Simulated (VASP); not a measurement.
# HfB2 (P6/mmm) in VASP: notebook, part 2 of 2

VASP 6.6.1.

**3. Single point, PBE**

Contents of INCAR:

```
SYSTEM = HfB2
PREC     = Accurate       ! precision mode
ENCUT    = 520            ! plane-wave cutoff, eV
EDIFF    = 1E-7           ! SCF threshold, eV
ISMEAR   = -1             ! smearing method
SIGMA    = 0.15           ! smearing width, eV
LREAL    = .False.        ! projectors in reciprocal space
LASPH    = .True.         ! aspherical terms in the spheres
NELM     = 60             ! most SCF steps
ALGO     = Normal         ! electronic algorithm
ISIF     = 2              ! what is computed and relaxed
LWAVE    = .False.        ! write WAVECAR
LCHARG   = .False.        ! write CHGCAR
GGA      = PE             ! functional
NBANDS   = 15             ! bands
```

Contents of KPOINTS:

```
regular mesh
0
Gamma
  18 18 12
  0 0 0
```

Contents of POSCAR:

```
HfB2
1.0
    3.1458800094      0.0000000000      0.0000000000
   -1.5729400047      2.7244120054      0.0000000000
    0.0000000000      0.0000000000      3.4862986181
Hf B
1 2
Direct
    0.0000000000      0.0000000000      0.0000000000
    0.3333333333      0.6666666667      0.5000000000
    0.6666666667      0.3333333333      0.5000000000
```

Potentials or basis: VASP PAW PBE potentials, release 64 (Hf_pv, B).

Command:

```console
$ cat potpaw_PBE.64/Hf_pv/POTCAR potpaw_PBE.64/B/POTCAR > POTCAR
$ mpirun -np 1 vasp_std > vasp.out
```

OUTCAR:

```text
SYSTEM = HfB2
   PREC = Accurate
   ENCUT = 520
   EDIFF = 1E-7
   ISMEAR = -1
   LREAL = .False.
   LASPH = .True.
   NELM = 60
   ISIF = 2
   GGA = PE

 ion  position               nearest neighbor table
   1  0.000  0.000  0.000-   2 2.52   3 2.52   2 2.52   3 2.52   3 2.52   3 2.52   2 2.52   2 2.52
                             3 2.52   3 2.52   2 2.52   2 2.52
   2  0.333  0.667  0.500-   3 1.82   3 1.82   3 1.82   1 2.52   1 2.52   1 2.52   1 2.52   1 2.52
                             1 2.52
   3  0.667  0.333  0.500-   2 1.82   2 1.82   2 1.82   1 2.52   1 2.52   1 2.52   1 2.52   1 2.52
                             1 2.52

  LATTYP: Found a hexagonal cell.
 ALAT       =     3.1458800094
 C/A-ratio  =     1.1082109323

  Lattice vectors:

 A1 = (   3.1458800094,   0.0000000000,   0.0000000000)
 A2 = (  -1.5729400047,   2.7244120054,   0.0000000000)
 A3 = (   0.0000000000,   0.0000000000,   3.4862986181)

Analysis of symmetry for initial positions (statically):
=====================================================================
 Subroutine PRICEL returns:
 Original cell was already a primitive cell.

 Routine SETGRP: Setting up the symmetry group for a
 hexagonal supercell.

 Subroutine GETGRP returns: Found 24 space group operations
[... 180 lines left out ...]
      5       4.6376      2.00000
      6       4.7404      2.00000
      7       4.7404      2.00000
      8       4.8443      2.00000
      9      11.6254      0.00000
     10      11.6254      0.00000
     11      12.2584      0.00000
     12      12.2584      0.00000
     13      12.5778      0.00000
     14      12.5943      0.00000
[... 401 lines left out ...]
      2     -22.8945      2.00000
      3     -22.7581      2.00000
      4      -2.4417      2.00000
      5      -0.7706      2.00000
      6       2.9194      2.00000
      7       3.7039      2.00000
      8       6.0988      1.99994
      9       8.0364      0.14332
     10      11.2155      0.00000
     11      12.4757      0.00000
     12      13.3112      0.00000
     13      14.7064      0.00000
     14      16.3446      0.00000
     15      18.0668      0.00000

 [... further k-points ...]
[... 5 lines left out ...]
  --------------------------------------------------------------------------------------
  -------------------------------------------------------------------------------------
  Total       -0.0888868     -0.0888868     -0.0340017      0.0000000      0.0000000     -0.0000000
  in kB       -4.7661588     -4.7661588     -1.8231908      0.0000000      0.0000000     -0.0000000
  external PRESSURE =      -3.7851695 kB  Pullay stress =       0.0000000 kB

 VOLUME and BASIS-vectors are now :
 -----------------------------------------------------------------------------
  energy-cutoff  :      520.00
  volume of cell :       29.88
      direct lattice vectors                 reciprocal lattice vectors
     3.145880009  0.000000000  0.000000000     0.317876078  0.183525839  0.000000000
    -1.572940005  2.724412005  0.000000000     0.000000000  0.367051679  0.000000000
     0.000000000  0.000000000  3.486298618     0.000000000  0.000000000  0.286837162

 POSITION                                       TOTAL-FORCE (eV/Angst)
 -----------------------------------------------------------------------------------
      0.00000      0.00000      0.00000         0.000000     -0.000000     -0.000000
     -0.00000      1.81627      1.74315         0.000000     -0.000000     -0.000000
      1.57294      0.90814      1.74315        -0.000000      0.000000      0.000000
 -----------------------------------------------------------------------------------
    total drift:                               -0.000000      0.000000      0.000000

  FREE ENERGIE OF THE ION-ELECTRON SYSTEM (eV)
  ---------------------------------------------------
  free  energy   TOTEN  =       -26.4104560496 eV

  energy  without entropy=      -26.3901461589  energy(sigma->0) =      -26.40030110
```

OSZICAR:

```text
N       E                     dE             d eps       ncg     rms          rms(c)
DAV:   1     0.283090032159E+02    0.28309E+02   -0.80186E+03  7770   0.101E+03
DAV:   2    -0.272447832586E+02   -0.55554E+02   -0.52037E+02 10328   0.219E+02
DAV:   3    -0.287770229107E+02   -0.15322E+01   -0.15261E+01 10094   0.267E+01
DAV:   4    -0.287833044182E+02   -0.62815E-02   -0.62803E-02  9149   0.212E+00
DAV:   5    -0.287833418543E+02   -0.37436E-04   -0.37436E-04 10115   0.145E-01    0.520E+01
DAV:   6    -0.265232839652E+02    0.22601E+01   -0.27913E+00  9373   0.120E+01    0.382E+01
DAV:   7    -0.264749724227E+02    0.48312E-01   -0.94903E-01  9954   0.704E+00    0.117E+01
DAV:   8    -0.264150280707E+02    0.59944E-01   -0.23238E-01  9121   0.364E+00    0.163E+00
DAV:   9    -0.264106336709E+02    0.43944E-02   -0.19303E-02  9051   0.112E+00    0.381E-01
DAV:  10    -0.264104506935E+02    0.18298E-03   -0.77630E-04  9926   0.232E-01    0.263E-01
DAV:  11    -0.264104586967E+02   -0.80031E-05   -0.54901E-05  9576   0.559E-02    0.109E-01
DAV:  12    -0.264104559729E+02    0.27238E-05   -0.34256E-06  9310   0.135E-02    0.116E-02
DAV:  13    -0.264104560496E+02   -0.76752E-07   -0.24739E-07  9445   0.396E-03
   1 F= -.26410456E+02 E0= -.26400301E+02  d E =-.203099E-01
```

Run time: 34 s. Hardware: 1 thread of Intel Xeon 6975P-C (Granite Rapids), shared host; peak memory 0.23 GiB.

What came out:

* Free energy: -26.4105 eV
* Pressure: -0.4 GPa
* Band gap on the k mesh: zero (bands 8 and 9 overlap by 1.33 eV)

Stress tensor (GPa, compression positive):
```
-0.48  0.00  0.00
 0.00 -0.48  0.00
 0.00  0.00 -0.18
```

Caveat: spin-orbit coupling is left out, which moves the levels of the heavy elements.

**4. Relaxation of cell and atoms, PBE**

This run uses another cell than the first one, of 9.90 Å³/atom.

Contents of INCAR:

```
  PREC = Accurate
  ENCUT = 600
  EDIFF = 1E-6
  ISMEAR = 0
  SIGMA = 0.1
  LREAL = F
  LASPH = T
  NELM = 60
  ALGO = Normal
  ISIF = 3
  LWAVE = F
  LCHARG = F
  GGA = PE
  IBRION = 2
  NSW = 100
  EDIFFG = -0.005
```

Contents of KPOINTS:

```
regular mesh
0
Gamma
  18 18 12
```

Contents of POSCAR:

```
HfB2
1.0
    3.1400000000      0.0000000000      0.0000000000
   -1.5700000000      2.7193197679      0.0000000000
    0.0000000000      0.0000000000      3.4800000000
Hf B
1 2
Direct
    0.0000000000      0.0000000000      0.0000000000
    0.3333333333      0.6666666667      0.5000000000
    0.6666666667      0.3333333333      0.5000000000
```

Potentials or basis: VASP PAW PBE potentials, release 64 (Hf_pv, B).

Command:

```console
$ cat potpaw_PBE.64/Hf_pv/POTCAR potpaw_PBE.64/B/POTCAR > POTCAR
$ mpirun -np 1 vasp_std > vasp.out
```

OUTCAR:

```text
PREC = Accurate
   ENCUT = 600
   EDIFF = 1E-6
   ISMEAR = 0
   LREAL = F
   LASPH = T
   NELM = 60
   ISIF = 3
   GGA = PE
   IBRION = 2
   NSW = 100
   EDIFFG = -0.005

 ion  position               nearest neighbor table
   1  0.000  0.000  0.000-   2 2.51   3 2.51   2 2.51   3 2.51   3 2.51   3 2.51   2 2.51   2 2.51
                             3 2.51   3 2.51   2 2.51   2 2.51
   2  0.333  0.667  0.500-   3 1.81   3 1.81   3 1.81   1 2.51   1 2.51   1 2.51   1 2.51   1 2.51
                             1 2.51
   3  0.667  0.333  0.500-   2 1.81   2 1.81   2 1.81   1 2.51   1 2.51   1 2.51   1 2.51   1 2.51
                             1 2.51

  LATTYP: Found a hexagonal cell.
 ALAT       =     3.1400000000
 C/A-ratio  =     1.1082802548

  Lattice vectors:

 A1 = (   3.1400000000,   0.0000000000,   0.0000000000)
 A2 = (  -1.5700000000,   2.7193197679,   0.0000000000)
 A3 = (   0.0000000000,   0.0000000000,   3.4800000000)

Analysis of symmetry for initial positions (statically):
=====================================================================
 Subroutine PRICEL returns:
 Original cell was already a primitive cell.

 Routine SETGRP: Setting up the symmetry group for a
 hexagonal supercell.

 Subroutine GETGRP returns: Found 24 space group operations
 (whereof 24 operations were pure point group operations)
[... 278 lines left out ...]

 number of electron      15.9999999 magnetization

 Free energy of the ion-electron system (eV)
  ---------------------------------------------------
  ext. energy  EPLUGINS =         0.00000000
  ---------------------------------------------------
  free energy    TOTEN  =       -26.40347037 eV

  energy without entropy =      -26.40225716  energy(sigma->0) =      -26.40286376

 E-fermi :   7.7177     XC(G=0): -12.5787

 val. band max:        7.6856881124   @ k =   0.1111   0.0000   0.4167
 cond. band min:       7.7572385259   @ k =   0.3889   0.2222   0.0000
 fundamental gap:      0.0715504135
 Fermi energy:         7.7176544249

 k-point     1 :       0.0000    0.0000    0.0000
  band No.  band energies     occupation
      1     -23.0061      2.00000
      2     -22.5118      2.00000
      3     -22.5118      2.00000
      4      -6.0930      2.00000
      5       4.6435      2.00000
      6       4.7550      2.00000
      7       4.7550      2.00000
      8       4.8503      2.00000
      9      11.6486      0.00000
     10      11.6486      0.00000
     11      12.2741      0.00000
     12      12.2741      0.00000
[... 331 lines left out ...]
 k-point    24 :       0.3889    0.1111    0.0000
  band No.  band energies     occupation
      1     -23.2161      2.00000
      2     -22.8748      2.00000
      3     -22.7374      2.00000
      4      -2.4351      2.00000
      5      -0.7605      2.00000
      6       2.9297      2.00000
      7       3.7059      2.00000
      8       6.1098      2.00000
      9       8.0475      0.00000
     10      11.2375      0.00000
     11      12.4969      0.00000
     12      13.3397      0.00000

 [... further k-points ...]

------------------------ aborting loop because EDIFF is reached ----------------------------------------

  FORCE on cell =-STRESS in cart. coord.  units (eV):
  Direction    XX          YY          ZZ          XY          YZ          ZX
  --------------------------------------------------------------------------------------
  -------------------------------------------------------------------------------------
  Total        0.0000056      0.0000056      0.0019248      0.0000000      0.0000000     -0.0000000
  in kB        0.0002997      0.0002997      0.1033911      0.0000000      0.0000000     -0.0000000
  external PRESSURE =       0.0346635 kB  Pullay stress =       0.0000000 kB
[... 18 lines left out ...]
  FREE ENERGIE OF THE ION-ELECTRON SYSTEM (eV)
  ---------------------------------------------------
  free  energy   TOTEN  =       -26.4034703683 eV

  energy  without entropy=      -26.4022571598  energy(sigma->0) =      -26.40286376

 reached required accuracy - stopping structural energy minimisation
```

OSZICAR:

```text
N       E                     dE             d eps       ncg     rms          rms(c)
DAV:   1     0.328151542054E+02    0.32815E+02   -0.91111E+03  6216   0.142E+03
DAV:   2    -0.268578227469E+02   -0.59673E+02   -0.55765E+02  7720   0.257E+02
DAV:   3    -0.287628093973E+02   -0.19050E+01   -0.18674E+01  8248   0.341E+01
[... 28 lines left out ...]
       N       E                     dE             d eps       ncg     rms          rms(c)
DAV:   1    -0.264034765968E+02   -0.12601E-04   -0.58775E-04  6616   0.212E-01    0.272E-02
DAV:   2    -0.264034723414E+02    0.42554E-05   -0.74089E-06  7668   0.247E-02    0.109E-02
DAV:   3    -0.264034704660E+02    0.18754E-05   -0.17328E-06  6004   0.109E-02    0.343E-03
DAV:   4    -0.264034703683E+02    0.97633E-07   -0.36258E-07  3396   0.510E-03
   4 F= -.26403470E+02 E0= -.26402864E+02  d E =-.703983E-05
```

Wall time 1.9 min (1 thread of Intel Xeon 6975P-C (Granite Rapids), shared host); peak memory 0.27 GiB.

Results:

```yaml
Free_energy: -26.4035 eV
Relaxed_volume: 9.94 Å³/atom
Relaxed_cell: a = 3.143 Å, b = 3.143 Å, c = 3.486 Å, α = 90.00°, β = 90.00°, γ = 120.00°
Space_group_after_relaxing_to_0.1_Å: P6/mmm (No. 191)
Energy_gained_by_relaxing: 0.1 meV/atom
Ionic_steps: 4
Pressure_after_relaxing: 0.0 GPa
Band_gap_on_the_k_mesh: zero (bands 8 and 9 overlap by 1.35 eV)
```

Step by step:
```csv
step,energy change (eV),largest force (eV/Å),pressure (GPa),volume (Å³)
1,0.0000,0.0000,0.96,29.71
2,0.0002,0.0000,-1.22,29.97
3,-0.0003,0.0000,-0.01,29.83
4,-0.0003,0.0000,0.00,29.83
```

Final structure:
```
Hf B
1.0
     3.14321    0.00000    0.00000
    -1.57161    2.72210    0.00000
     0.00000    0.00000    3.48611
Hf B
1 2
Direct
  0.00000 0.00000 0.00000
  0.33333 0.66667 0.50000
  0.66667 0.33333 0.50000
```

Caveat: spin-orbit coupling is left out, which moves the levels of the heavy elements. PBE usually gives volumes a little too large and moduli too small.

**5. Relaxation of cell and atoms, PBE**

Contents of INCAR:

```
SYSTEM = HfB2
PREC = Accurate
ENCUT = 600
EDIFF = 1E-7
ISMEAR = -1
SIGMA = 0.15
LREAL = .FALSE.
LASPH = .TRUE.
NELM = 80
ALGO = Normal
ISIF = 3
LWAVE = .FALSE.
LCHARG = .FALSE.
GGA = PE
IBRION = 2
NSW = 80
EDIFFG = -0.001
```

Contents of KPOINTS:

```
Automatic mesh
0
G
  18 18 12
  0 0 0
```

Contents of POSCAR:

```
HfB2
1.0
    3.1454081775      0.0000000000      0.0000000000
   -1.5727040887      2.7240033870      0.0000000000
    0.0000000000      0.0000000000      3.4863920583
Hf B
1 2
Direct
    0.0000000000      0.0000000000      0.0000000000
    0.3333333333      0.6666666667      0.5000000000
    0.6666666667      0.3333333333      0.5000000000
```

Potentials or basis: VASP PAW PBE potentials, release 64 (Hf_pv, B).

Command:

```console
$ cat potpaw_PBE.64/Hf_pv/POTCAR potpaw_PBE.64/B/POTCAR > POTCAR
$ mpirun -np 1 vasp_std > vasp.out
```

OUTCAR:

```text
SYSTEM = HfB2
   PREC = Accurate
   ENCUT = 600
   EDIFF = 1E-7
   ISMEAR = -1
   LREAL = .FALSE.
   LASPH = .TRUE.
   NELM = 80
   ISIF = 3
   GGA = PE
   IBRION = 2
   NSW = 80
   EDIFFG = -0.001

 ion  position               nearest neighbor table
   1  0.000  0.000  0.000-   2 2.52   3 2.52   2 2.52   3 2.52   2 2.52   2 2.52   3 2.52   3 2.52
                             3 2.52   3 2.52   2 2.52   2 2.52
   2  0.333  0.667  0.500-   3 1.82   3 1.82   3 1.82   1 2.52   1 2.52   1 2.52   1 2.52   1 2.52
                             1 2.52
   3  0.667  0.333  0.500-   2 1.82   2 1.82   2 1.82   1 2.52   1 2.52   1 2.52   1 2.52   1 2.52
                             1 2.52

  LATTYP: Found a hexagonal cell.
 ALAT       =     3.1454081775
 C/A-ratio  =     1.1084068781

  Lattice vectors:

 A1 = (   3.1454081775,   0.0000000000,   0.0000000000)
 A2 = (  -1.5727040887,   2.7240033870,   0.0000000000)
[... 343 lines left out ...]

 k-point     1 :       0.0000    0.0000    0.0000
  band No.  band energies     occupation
      1     -23.0094      2.00000
      2     -22.5160      2.00000
      3     -22.5160      2.00000
      4      -6.0925      2.00000
      5       4.6420      2.00000
      6       4.7538      2.00000
      7       4.7538      2.00000
      8       4.8500      2.00000
      9      11.6448      0.00000
     10      11.6448      0.00000
     11      12.2717      0.00000
     12      12.2717      0.00000
[... 331 lines left out ...]
 k-point    24 :       0.3889    0.1111    0.0000
  band No.  band energies     occupation
      1     -23.2196      2.00000
      2     -22.8783      2.00000
      3     -22.7414      2.00000
      4      -2.4351      2.00000
      5      -0.7609      2.00000
      6       2.9291      2.00000
      7       3.7058      2.00000
      8       6.1082      1.99994
      9       8.0461      0.14460
     10      11.2340      0.00000
     11      12.4941      0.00000
     12      13.3355      0.00000

 [... further k-points ...]
[... 5 lines left out ...]
  --------------------------------------------------------------------------------------
  -------------------------------------------------------------------------------------
  Total       -0.0000684     -0.0000684      0.0003036     -0.0000000      0.0000000      0.0000000
  in kB       -0.0036728     -0.0036728      0.0163053     -0.0000000      0.0000000      0.0000000
  external PRESSURE =       0.0029866 kB  Pullay stress =       0.0000000 kB
[... 18 lines left out ...]
  FREE ENERGIE OF THE ION-ELECTRON SYSTEM (eV)
  ---------------------------------------------------
  free  energy   TOTEN  =       -26.4125631886 eV

  energy  without entropy=      -26.3923021978  energy(sigma->0) =      -26.40243269

 reached required accuracy - stopping structural energy minimisation
```

OSZICAR:

```text
N       E                     dE             d eps       ncg     rms          rms(c)
DAV:   1     0.321577072450E+02    0.32158E+02   -0.91823E+03  6216   0.142E+03
DAV:   2    -0.268847222030E+02   -0.59042E+02   -0.55387E+02  7648   0.255E+02
DAV:   3    -0.287697579751E+02   -0.18850E+01   -0.18546E+01  8156   0.343E+01
[... 36 lines left out ...]
       N       E                     dE             d eps       ncg     rms          rms(c)
DAV:   1    -0.264125646015E+02   -0.24665E-05   -0.11382E-04  6640   0.936E-02    0.202E-02
DAV:   2    -0.264125636888E+02    0.91273E-06   -0.15889E-06  7600   0.115E-02    0.763E-03
DAV:   3    -0.264125632428E+02    0.44599E-06   -0.38530E-07  7528   0.518E-03    0.280E-03
DAV:   4    -0.264125631886E+02    0.54241E-07   -0.46835E-08  3612   0.194E-03
   5 F= -.26412563E+02 E0= -.26402433E+02  d E =-.111880E-05
```

CONTCAR:

```text
HfB2
   1.00000000000000
     3.1435561361478412   -0.0000000000000340   -0.0000000000000000
    -1.5717780680239795    2.7223994721401645   -0.0000000000000000
    -0.0000000000000000   -0.0000000000000000    3.4861694938632399
  Hf              B
     1     2
Direct
     0.0000000000000000    0.0000000000000000    1.0000000000000000
     0.3333333332999970    0.6666666667000030    0.5000000000000000
     0.6666666667000030    0.3333333332999970    0.5000000000000000

  0.00000000E+00  0.00000000E+00  0.00000000E+00
  0.00000000E+00  0.00000000E+00  0.00000000E+00
  0.00000000E+00  0.00000000E+00  0.00000000E+00
```

It took 2.4 min on 1 thread of Intel Xeon 6975P-C (Granite Rapids), shared host; peak memory 0.27 GiB.

What came out:

```yaml
Free_energy: -26.4126 eV
Relaxed_volume: 9.94 Å³/atom
Relaxed_cell: a = 3.144 Å, b = 3.144 Å, c = 3.486 Å, α = 90.00°, β = 90.00°, γ = 120.00°
Space_group_after_relaxing_to_0.1_Å: P6/mmm (No. 191)
Energy_gained_by_relaxing: 0.0 meV/atom
Ionic_steps: 5
Pressure_after_relaxing: 0.0 GPa
Band_gap_on_the_k_mesh: zero (bands 8 and 9 overlap by 1.34 eV)
```

Final structure:
```
CELL_PARAMETERS angstrom
3.14356 0.00000 0.00000
-1.57178 2.72240 0.00000
0.00000 0.00000 3.48617
ATOMIC_POSITIONS crystal
Hf 0.00000 0.00000 0.00000
B 0.33333 0.66667 0.50000
B 0.66667 0.33333 0.50000
```

Caveat: spin-orbit coupling is left out, which moves the levels of the heavy elements.

**6. The runs side by side**

| task | cell | cutoff (eV) | smearing | gap on the mesh (eV) | pressure (GPa) | relaxed volume (Å³/atom) |
| --- | --- | --- | --- | --- | --- | --- |
| single point | a = 3.145, b = 3.145, c = 3.486 Å, angles 90.0, 90.0, 120.0°, 3 atoms | 520 | gaussian 0.1 eV | none | -0.4 | - |
| single point | a = 3.146, b = 3.146, c = 3.486 Å, angles 90.0, 90.0, 120.0°, 3 atoms | 520 | fermi-dirac 0.15 eV | none | -0.4 | - |
| relaxation of cell and atoms | relaxed from a = 3.140, b = 3.140, c = 3.480 Å, angles 90.0, 90.0, 120.0°, 3 atoms | 600 | gaussian 0.1 eV | none | 0.0 | 9.94 |
| relaxation of cell and atoms | relaxed from a = 3.145, b = 3.145, c = 3.486 Å, angles 90.0, 90.0, 120.0°, 3 atoms | 600 | fermi-dirac 0.15 eV | none | 0.0 | 9.94 |

Alike in all rows: level PBE; potentials or basis VASP PAW PBE potentials, release 64 (Hf_pv, B); no spin polarisation; k mesh 18 × 18 × 12.

Caveats: spin-orbit coupling is left out, which moves the levels of the heavy elements.

Total energies depend on the potentials used, so only differences within one code and one set of settings carry meaning.
